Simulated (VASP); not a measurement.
YPdF: single point with r2SCAN

YPdF:

```
CELL_PARAMETERS angstrom
3.85167 0.00000 0.00000
-1.92583 3.33564 0.00000
0.00000 0.00000 4.36427
ATOMIC_POSITIONS crystal
Y 0.00000 0.00000 0.00000
Pd 0.66667 0.33333 0.50000
F 0.33333 0.66667 0.50000
```

- Program: VASP 6.6.1
- Task: single point
- Functional: r2SCAN
- Potentials or basis: VASP PAW PBE potentials, release 64 (Y_sv, Pd, F)
- Cutoff: 520 eV
- k mesh: 7 × 7 × 5
- Occupations: fermi-dirac, width 0.05 eV
- Spin: no spin polarisation

```
Pressure               : 1.1 GPa
Band gap on the k mesh : zero (band 14 reaches 6.13 eV, above the bottom of band 15 at 4.80 eV)
```

Stress tensor (GPa, compression positive):
```
  8.02   0.00   0.00
  0.00   8.02   0.00
  0.00   0.00 -12.78
```

Levels at points of the mesh, in eV from the Fermi level:
```tsv
k point	band 11	band 12	band 13	band 14	band 15	band 16	band 17	band 18
(0.00, 0.00, 0.00)	-2.79	-2.64	-0.94	-0.94	0.79	1.50	1.50	3.39
```

Run time: 2.7 min on 1 thread of AMD EPYC 7R13 Processor (Zen 3), on a shared host, peak memory 0.18 GiB.

Caveat: the PAW data sets were made with another functional, which shifts forces and pressure a little.
